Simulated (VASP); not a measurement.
# ZnS (I-4m2) in VASP: further runs

ZnS is run at these levels: PBEsol; tasks: single point.

Program: VASP 6.6.1. These are calculated values, not measurements. Logs are shortened: lines on timing, memory, paths and dates and some standing lists are left out, and cuts for length are marked.

## (1) The cell of the first run

It takes space group I-4m2 (No. 119, tetragonal). Conventional cell: a = 3.788 Å, b = 3.788 Å, c = 4.553 Å, α = 90.00°, β = 90.00°, γ = 90.00°. Zn (site symmetry -4m2) has 4 S at 2.21 Å within 2.9 Å. S (site symmetry -4m2) has 4 Zn at 2.21 Å within 2.9 Å.

## (2) Single point, PBEsol (strain -0.1500 x Voigt [0, 0, 1, 0, 0, 0])

Contents of INCAR:

```
SYSTEM = ZnS
PREC = Accurate
ENCUT = 520
EDIFF = 1E-6
ISMEAR = 0
SIGMA = 0.05
LREAL = .False.
LASPH = .True.
NELM = 80
ALGO = Normal
ISIF = 2
LWAVE = .False.
LCHARG = .False.
GGA = PS
NBANDS = 16
```

Contents of KPOINTS:

```
Automatic mesh
0
Gamma
  10 10 10
  0 0 0
```

Contents of POSCAR:

```
ZnS
1.0
    0.0000000000      2.6782590749      2.2765202137
    2.6782590749      0.0000000000      2.2765202137
    2.6782590749      2.6782590749      0.0000000000
Zn S
1 1
Direct
    0.0000000000      0.0000000000      0.0000000000
    0.7500000000      0.7500000000      0.7500000000
```

Potentials or basis: VASP PAW PBE potentials, release 64 (Zn, S).

Launch:

```bash
cat potpaw_PBE.64/Zn/POTCAR potpaw_PBE.64/S/POTCAR > POTCAR
mpirun -np 1 vasp_std > vasp.out
```

OUTCAR:

```text
SYSTEM = ZnS
   PREC = Accurate
   ENCUT = 520
   EDIFF = 1E-6
   ISMEAR = 0
   LREAL = .False.
   LASPH = .True.
   NELM = 80
   ISIF = 2
   GGA = PS

 ion  position               nearest neighbor table
   1  0.000  0.000  0.000-   2 2.21   2 2.21   2 2.21   2 2.21
   2  0.750  0.750  0.750-   1 2.21   1 2.21   1 2.21   1 2.21

  LATTYP: Found a body centered tetragonal cell.
 ALAT       =     3.7876303073
 C/A-ratio  =     1.2020815280

  Lattice vectors:

 A1 = (   0.0000000000,  -2.6782590749,  -2.2765202137)
 A2 = (   0.0000000000,   2.6782590749,  -2.2765202137)
 A3 = (   2.6782590749,   0.0000000000,   2.2765202137)

Analysis of symmetry for initial positions (statically):
=====================================================================
 Subroutine PRICEL returns:
 Original cell was already a primitive cell.

 Routine SETGRP: Setting up the symmetry group for a
 body centered tetragonal supercell.

 Subroutine GETGRP returns: Found  8 space group operations
 (whereof  8 operations were pure point group operations)
 out of a pool of 16 trial point group operations.

The static configuration has the point symmetry D_2d.

Analysis of symmetry for dynamics (positions and initial velocities):
=====================================================================
 Subroutine PRICEL returns:
 Original cell was already a primitive cell.

 Routine SETGRP: Setting up the symmetry group for a
 body centered tetragonal supercell.

 Subroutine GETGRP returns: Found  8 space group operations
 (whereof  8 operations were pure point group operations)
 out of a pool of 16 trial point group operations.

The dynamic configuration has the point symmetry D_2d.

 Subroutine INISYM returns: Found  8 space group operations
 (whereof  8 operations are pure point group operations),
 and found     1 'primitive' translations

----------------------------------------------------------------------------------------

                                     Primitive cell

  volume of cell :      32.6593

  direct lattice vectors                    reciprocal lattice vectors
     0.000000000  2.678259075  2.276520214    -0.186688437  0.186688437  0.219633455
     2.678259075  0.000000000  2.276520214     0.186688437 -0.186688437  0.219633455
     2.678259075  2.678259075  0.000000000     0.186688437  0.186688437 -0.219633455

  length of vectors
     3.515055612  3.515055612  3.787630307     0.343429759  0.343429759  0.343429759

  position of ions in fractional coordinates (direct lattice)
     0.000000000  0.000000000  0.000000000
     0.750000000  0.750000000  0.750000000

  ion indices of the primitive-cell ions
   primitive index   ion index
                 1           1
                 2           2

----------------------------------------------------------------------------------------

 KPOINTS: Automatic mesh

Automatic generation of k-mesh.
 Grid dimensions read from file:
 generate k-points for:   10   10   10

 Generating k-lattice:

  Cartesian coordinates                     Fractional coordinates (reciprocal lattice)
    -0.018668844  0.018668844  0.021963346     0.100000000  0.000000000  0.000000000
     0.018668844 -0.018668844  0.021963346     0.000000000  0.100000000  0.000000000
     0.018668844  0.018668844 -0.021963346    -0.000000000 -0.000000000  0.100000000

  Length of vectors
     0.034342976  0.034342976  0.034342976

  Shift w.r.t. Gamma in fractional coordinates (k-lattice)
     0.000000000  0.000000000  0.000000000

 Subroutine IBZKPT returns following result:
 ===========================================

 Found    102 irreducible k-points:

 Following reciprocal coordinates:
            Coordinates               Weight
  0.000000  0.000000  0.000000      1.000000
  0.100000 -0.000000  0.000000      8.000000
  0.200000 -0.000000  0.000000      8.000000
  0.300000  0.000000  0.000000      8.000000
  0.400000  0.000000  0.000000      8.000000
  0.500000  0.000000  0.000000      4.000000
[... 16 lines left out ...]
  0.300000  0.300000  0.000000      2.000000
  0.400000  0.300000  0.000000      8.000000
 [... further k-points ...]
   k-points           NKPTS =    102   k-points in BZ     NKDIM =    102   number of bands    NBANDS=     16
   number of dos      NEDOS =    301   number of ions     NIONS =      2
   total plane-waves  NPLWV =  21952
   dimension x,y,z NGX =    28 NGY =   28 NGZ =   28
   dimension x,y,z NGXF=    56 NGYF=   56 NGZF=   56
   ions per type =               1   1
   NGX,Y,Z   is equivalent  to a cutoff of  13.24, 13.24, 12.29 a.u.
   NGXF,Y,Z  is equivalent  to a cutoff of  26.49, 26.49, 24.58 a.u.
 SYSTEM =  ZnS
   PREC   = accura    normal or accurate (medium, high low for compatibility)
   ISTART =      0    job   : 0-new  1-cont  2-samecut
   ICHARG =      2    charge: 1-file 2-atom 10-const
   ISPIN  =      1    spin polarized calculation?
   LNONCOLLINEAR =      F non collinear calculations
[... 115 lines left out ...]
      6      -2.5372      2.00000
[... 8 lines left out ...]
     15      17.3201      0.00000
     16      17.3433      0.00000

 k-point     6 :       0.5000    0.0000    0.0000
  band No.  band energies     occupation
      1      -9.2666      2.00000
      2      -3.2476      2.00000
      3      -3.0862      2.00000
      4      -2.9041      2.00000
      5      -2.5117      2.00000
      6      -2.4798      2.00000
[... 8 lines left out ...]
     15      17.0945      0.00000
     16      18.7033      0.00000

 k-point     7 :       0.1000    0.1000    0.0000
  band No.  band energies     occupation
      1     -10.4717      2.00000
      2      -3.2963      2.00000
      3      -3.2963      2.00000
      4      -3.2796      2.00000
      5      -2.6394      2.00000
      6      -2.5631      2.00000
[... 8 lines left out ...]
     15      15.8725      0.00000
     16      18.3424      0.00000

 k-point     8 :       0.2000    0.1000    0.0000
  band No.  band energies     occupation
      1     -10.2150      2.00000
      2      -3.3543      2.00000
      3      -3.2644      2.00000
      4      -3.2257      2.00000
      5      -2.6146      2.00000
      6      -2.5732      2.00000
[... 8 lines left out ...]
     15      15.2425      0.00000
     16      17.9925      0.00000

 k-point     9 :       0.3000    0.1000    0.0000
  band No.  band energies     occupation
      1      -9.8248      2.00000
      2      -3.3807      2.00000
      3      -3.2337      2.00000
      4      -3.1425      2.00000
      5      -2.5729      2.00000
      6      -2.5715      2.00000
[... 8 lines left out ...]
     15      15.9851      0.00000
     16      17.5734      0.00000
[... 172 lines left out ...]
 k-point    19 :       0.5000    0.2000    0.0000
  band No.  band energies     occupation
      1      -9.0551      2.00000
      2      -3.1904      2.00000
      3      -3.1254      2.00000
      4      -3.0048      2.00000
      5      -2.5083      2.00000
      6      -2.2695      2.00000
[... 8 lines left out ...]
     15      18.3327      0.00000
     16      20.4346      0.00000

 k-point    20 :      -0.4000    0.2000    0.0000
  band No.  band energies     occupation
      1      -9.0877      2.00000
      2      -3.1304      2.00000
      3      -3.1180      2.00000
      4      -2.8679      2.00000
      5      -2.5509      2.00000
      6      -2.4981      2.00000
[... 8 lines left out ...]
     15      16.4700      0.00000
     16      20.2469      0.00000

 k-point    21 :      -0.3000    0.2000    0.0000
  band No.  band energies     occupation
      1      -9.3691      2.00000
      2      -3.1572      2.00000
      3      -3.1539      2.00000
      4      -2.9930      2.00000
      5      -2.6310      2.00000
      6      -2.6135      2.00000
[... 8 lines left out ...]
     15      16.4436      0.00000
     16      18.6846      0.00000

 k-point    22 :      -0.2000    0.2000    0.0000
  band No.  band energies     occupation
      1      -9.7470      2.00000
      2      -3.2711      2.00000
      3      -3.1996      2.00000
      4      -3.0731      2.00000
      5      -2.6515      2.00000
      6      -2.5955      2.00000
[... 8 lines left out ...]
     15      16.8288      0.00000
     16      18.5516      0.00000

 k-point    23 :       0.3000    0.3000    0.0000
  band No.  band energies     occupation
      1      -9.3781      2.00000
      2      -3.4775      2.00000
      3      -3.0878      2.00000
      4      -3.0878      2.00000
      5      -2.5538      2.00000
      6      -2.5267      2.00000
[... 8 lines left out ...]
     15      16.1400      0.00000
     16      21.0597      0.00000

 k-point    24 :       0.4000    0.3000    0.0000
  band No.  band energies     occupation
      1      -9.0640      2.00000
      2      -3.4517      2.00000
      3      -3.0261      2.00000
      4      -3.0134      2.00000
      5      -2.4984      2.00000
      6      -2.4523      2.00000
[... 8 lines left out ...]
     15      17.2826      0.00000
     16      21.2377      0.00000

 [... further k-points ...]

------------------------ aborting loop because EDIFF is reached ----------------------------------------

  FORCE on cell =-STRESS in cart. coord.  units (eV):
  Direction    XX          YY          ZZ          XY          YZ          ZX
  --------------------------------------------------------------------------------------
  -------------------------------------------------------------------------------------
  Total        3.3648659      3.3648659      3.8935007      0.0000000      0.0000000      0.0000000
  in kB      165.0713372    165.0713372    191.0047502      0.0000000      0.0000000      0.0000000
  external PRESSURE =     173.7158082 kB  Pullay stress =       0.0000000 kB

 VOLUME and BASIS-vectors are now :
 -----------------------------------------------------------------------------
  energy-cutoff  :      520.00
  volume of cell :       32.66
      direct lattice vectors                 reciprocal lattice vectors
     0.000000000  2.678259075  2.276520214    -0.186688437  0.186688437  0.219633455
     2.678259075  0.000000000  2.276520214     0.186688437 -0.186688437  0.219633455
     2.678259075  2.678259075  0.000000000     0.186688437  0.186688437 -0.219633455

 POSITION                                       TOTAL-FORCE (eV/Angst)
 -----------------------------------------------------------------------------------
      0.00000      0.00000      0.00000        -0.000000     -0.000000      0.000000
      4.01739      4.01739      3.41478         0.000000      0.000000     -0.000000
 -----------------------------------------------------------------------------------
    total drift:                               -0.000005     -0.000005      0.000007

  FREE ENERGIE OF THE ION-ELECTRON SYSTEM (eV)
  ---------------------------------------------------
  free  energy   TOTEN  =        -7.2570857095 eV

  energy  without entropy=       -7.2570857095  energy(sigma->0) =       -7.25708571
```

Wall time 65 s (1 thread of Intel Xeon 8259CL, shared host); peak memory 0.19 GiB.

Results:

```yaml
Free_energy: -7.2571 eV
Pressure: 17.4 GPa
Band_gap_on_the_k_mesh: 1.94 eV (least direct gap 2.53 eV)
```

Caveat: the cell differs from its parent crystal (strain -0.1500 x Voigt [0, 0, 1, 0, 0, 0]); the cell stands under pressure; the PAW data sets were made with another functional, which shifts forces and pressure a little. A k mesh can miss the band edges.

## (3) Single point, PBEsol (strain -0.1125 x Voigt [0, 0, 1, 0, 0, 0])

Contents of INCAR:

```
SYSTEM = ZnS
PREC = Accurate ; ENCUT = 520
EDIFF = 1E-6 ; ISMEAR = 0
SIGMA = 0.05 ; LREAL = .False.
LASPH = .True. ; NELM = 80
ALGO = Normal ; ISIF = 2
LWAVE = .False. ; LCHARG = .True.
GGA = PS ; LELF = .True.
LVHAR = .True. ; NBANDS = 16
```

Contents of KPOINTS:

```
regular mesh
0
Gamma
  10 10 10
  0 0 0
```

Contents of POSCAR:

```
ZnS
1.0
    0.0000000000      2.6782590749      2.3769549290
    2.6782590749      0.0000000000      2.3769549290
    2.6782590749      2.6782590749      0.0000000000
Zn S
1 1
Direct
    0.0000000000      0.0000000000      0.0000000000
    0.7500000000      0.7500000000      0.7500000000
```

Potentials or basis: VASP PAW PBE potentials, release 64 (Zn, S).

Launch:

```bash
cat potpaw_PBE.64/Zn/POTCAR potpaw_PBE.64/S/POTCAR > POTCAR
mpirun -np 1 vasp_std > vasp.out
```

It took 76 s on 1 thread of Intel Xeon 8259CL, shared host; peak memory 0.19 GiB.

It converged, with:

```yaml
Free_energy: -7.4054 eV
Pressure: 11.9 GPa
Band_gap_on_the_k_mesh: 2.24 eV (least direct gap 2.38 eV)
```

Stress tensor (GPa, compression positive):
```
10.96  0.00  0.00
 0.00 10.96  0.00
 0.00  0.00 13.82
```

Levels at points of the mesh, in eV from the valence-band top:
```
           k point  band 7  band 8  band 9  band 10  band 11  band 12
(0.00, 0.00, 0.00)   -0.36   -0.36    0.00     2.38     6.03     6.03
(0.50, 0.00, 0.00)   -6.27   -1.66   -0.98     3.00     5.94     7.42
(0.50, 0.50, 0.00)   -4.89   -3.49   -3.49     2.24     2.82    12.47
(0.50, 0.00, 0.50)   -5.61   -2.90   -2.57     2.96     4.13    11.11
```

Caveat: the cell differs from its parent crystal (strain -0.1125 x Voigt [0, 0, 1, 0, 0, 0]); the cell stands under pressure; the PAW data sets were made with another functional, which shifts forces and pressure a little. A k mesh can miss the band edges.

## (4) Single point, PBEsol (strain -0.0750 x Voigt [0, 0, 1, 0, 0, 0])

Contents of INCAR:

```
  ALGO = Normal
  EDIFF = 1E-6
  ENCUT = 520
  GGA = PS
  ISIF = 2
  ISMEAR = 0
  LASPH = True
  LCHARG = True
  LELF = True
  LREAL = False
  LVHAR = True
  LWAVE = False
  NBANDS = 16
  NELM = 80
  PREC = Accurate
  SIGMA = 0.05
```

Contents of KPOINTS:

```
k-points
0
Gamma
  10 10 10
```

Contents of POSCAR:

```
ZnS
1.0
    0.0000000000      2.6782590749      2.4773896443
    2.6782590749      0.0000000000      2.4773896443
    2.6782590749      2.6782590749      0.0000000000
Zn S
1 1
Direct
    0.0000000000      0.0000000000      0.0000000000
    0.7500000000      0.7500000000      0.7500000000
```

Launch:

```bash
cat potpaw_PBE.64/Zn/POTCAR potpaw_PBE.64/S/POTCAR > POTCAR
mpirun -np 1 vasp_std > vasp.out
```

Run time: 68 s. Hardware: 1 thread of Intel Xeon 8259CL, shared host; peak memory 0.19 GiB.

The run converged. Its results:

- Free energy: -7.5080 eV
- Pressure: 7.3 GPa
- Band gap on the k mesh: 2.27 eV

Stress tensor (GPa, compression positive):
```
6.50 0.00 0.00
0.00 6.50 0.00
0.00 0.00 8.92
```

Levels at points of the mesh, in eV from the valence-band top:
```tsv
k point	band 5	band 6	band 7	band 8	band 9	band 10	band 11	band 12	band 13	band 14
(0.00, 0.00, 0.00)	-6.40	-6.36	-0.25	-0.25	0.00	2.27	6.09	6.09	6.13	11.02
(0.50, 0.00, 0.00)	-6.33	-6.25	-6.07	-1.42	-0.97	3.13	6.24	7.11	8.94	12.20
(0.50, 0.50, 0.00)	-6.27	-6.02	-4.85	-3.10	-3.10	2.55	3.22	12.07	12.32	12.32
(0.50, 0.00, 0.50)	-6.30	-6.19	-5.32	-2.73	-2.53	3.00	4.04	11.09	11.94	12.42
```

Caveat: the cell differs from its parent crystal (strain -0.0750 x Voigt [0, 0, 1, 0, 0, 0]); the cell stands under pressure; the PAW data sets were made with another functional, which shifts forces and pressure a little.

## (5) Single point, PBEsol (strain -0.0375 x Voigt [0, 0, 1, 0, 0, 0])

Contents of INCAR:

```
SYSTEM = ZnS
PREC = Accurate
ENCUT = 520
EDIFF = 1E-6
ISMEAR = 0
SIGMA = 0.05
LREAL = .FALSE.
LASPH = .TRUE.
NELM = 60
ALGO = Normal
ISIF = 2
LWAVE = .FALSE.
LCHARG = .FALSE.
GGA = PS
NBANDS = 16
```

Contents of KPOINTS:

```
regular mesh
0
G
  10 10 10
  0 0 0
```

Contents of POSCAR:

```
ZnS
1.0
    0.0000000000      2.6782590749      2.5778243596
    2.6782590749      0.0000000000      2.5778243596
    2.6782590749      2.6782590749      0.0000000000
Zn S
1 1
Direct
    0.0000000000      0.0000000000      0.0000000000
    0.7500000000      0.7500000000      0.7500000000
```

Launch:

```bash
cat potpaw_PBE.64/Zn/POTCAR potpaw_PBE.64/S/POTCAR > POTCAR
mpirun -np 1 vasp_std > vasp.out
```

Run time: 80 s. Hardware: 1 thread of Intel Xeon 8259CL, shared host; peak memory 0.19 GiB.

Results (log left out):

```
Free energy            : -7.5682 eV
Pressure               : 3.4 GPa
Band gap on the k mesh : 2.17 eV
```

Stress tensor (GPa, compression positive):
```
2.97 0.00 0.00
0.00 2.97 0.00
0.00 0.00 4.38
```

Levels at points of the mesh, in eV from the valence-band top:
```
           k point  band 5  band 6  band 7  band 8  band 9  band 10  band 11  band 12  band 13  band 14
(0.00, 0.00, 0.00)   -6.17   -6.16   -0.13   -0.13    0.00     2.17     6.18     6.18     6.19    11.40
(0.50, 0.00, 0.00)   -6.12   -5.98   -5.84   -1.17   -0.95     3.21     6.53     6.92     8.85    12.16
(0.50, 0.50, 0.00)   -6.07   -5.88   -4.79   -2.72   -2.72     2.87     3.60    11.52    12.18    12.18
(0.50, 0.00, 0.50)   -6.08   -5.95   -5.02   -2.55   -2.46     3.08     3.99    11.06    12.04    12.34
```

Caveat: the cell differs from its parent crystal (strain -0.0375 x Voigt [0, 0, 1, 0, 0, 0]); the cell stands under pressure; the PAW data sets were made with another functional, which shifts forces and pressure a little.

## (6) Summary

```tsv
cell	gap on the mesh (eV)	pressure (GPa)
a = 3.515, b = 3.515, c = 3.788 Å, angles 57.4, 57.4, 65.2°, 2 atoms	1.94	17.4
a = 3.581, b = 3.581, c = 3.788 Å, angles 58.1, 58.1, 63.9°, 2 atoms	2.24	11.9
a = 3.648, b = 3.648, c = 3.788 Å, angles 58.7, 58.7, 62.5°, 2 atoms	2.27	7.3
a = 3.717, b = 3.717, c = 3.788 Å, angles 59.4, 59.4, 61.3°, 2 atoms	2.17	3.4
```

Alike in all rows: task single point; level PBEsol; potentials or basis VASP PAW PBE potentials, release 64 (Zn, S); no spin polarisation; k mesh 10 × 10 × 10; cutoff (eV) 520; smearing gaussian 0.05 eV.

Caveats: the cell stands under pressure; the PAW data sets were made with another functional, which shifts forces and pressure a little.

Total energies depend on the potentials used, so only differences within one code and one set of settings carry meaning.
